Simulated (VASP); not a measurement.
Write the native input for VASP 6.6.1 that does the following.

| Quantity | Value |
| --- | --- |
| Task | single point |
| Functional | r2SCAN |
| Potentials or basis | VASP PAW PBE potentials, release 64 (Ti_sv, Al) |
| Cutoff | 520 eV |
| k mesh | 20 × 20 × 20 |
| Occupations | gaussian, width 0.15 eV |
| Spin | no spin polarisation |
| Dipole correction | no |
| Further INCAR settings | ALGO = Normal; EDIFF = 1e-06; NBANDS = 14 |

The system is TiAl.

```
Ti Al
1.0
     3.17135    0.00000    0.00000
     0.00000    3.17135    0.00000
     0.00000    0.00000    3.17135
Ti Al
1 1
Direct
  0.00000 0.00000 0.00000
  0.50000 0.50000 0.50000
```

One way to write it, as run:

POSCAR

```
TiAl
1.0
    3.1713456452      0.0000000000      0.0000000000
    0.0000000000      3.1713456452      0.0000000000
    0.0000000000      0.0000000000      3.1713456452
Ti Al
1 1
Direct
    0.0000000000      0.0000000000      0.0000000000
    0.5000000000      0.5000000000      0.5000000000
```

INCAR.step1

```
SYSTEM = TiAl
ALGO = Normal ; EDIFF = 1E-4
ENCUT = 520 ; GGA = PE
ISMEAR = 0 ; LASPH = .TRUE.
LCHARG = .FALSE. ; LREAL = .FALSE.
LWAVE = .TRUE. ; NBANDS = 14
NELM = 100 ; PREC = Accurate
SIGMA = 0.15
```

INCAR.step2

```
SYSTEM = TiAl
ALGO = Normal ; EDIFF = 1E-6
ENCUT = 520 ; ISIF = 2
ISMEAR = 0 ; ISTART = 1
LASPH = .TRUE. ; LCHARG = .TRUE.
LELF = .TRUE. ; LMIXTAU = .TRUE.
LREAL = .FALSE. ; LVHAR = .TRUE.
LWAVE = .FALSE. ; METAGGA = R2SCAN
NBANDS = 14 ; NELM = 100
PREC = Accurate ; SIGMA = 0.15
```

KPOINTS

```
k-points
0
G
  20 20 20
  0 0 0
```

Potentials or basis: VASP PAW PBE potentials, release 64 (Ti_sv, Al).

Command:

```sh
$ cat potpaw_PBE.64/Ti_sv/POTCAR potpaw_PBE.64/Al/POTCAR > POTCAR
$ cp INCAR.step1 INCAR
$ mpirun -np 1 vasp_std > vasp.out
$ cp INCAR.step2 INCAR
$ mpirun -np 1 vasp_std > vasp.out
```

Results of the run:

```
Pressure               : 0.1 GPa
Band gap on the k mesh : zero (an odd number of electrons rules out a gap without spin polarisation)
```

Caveat: the PAW data sets were made with another functional, which shifts forces and pressure a little.

Run time: 94 s on 1 thread of Intel(R) Xeon(R) 6975P-C (Granite Rapids) (shared host), peak memory 0.25 GiB.
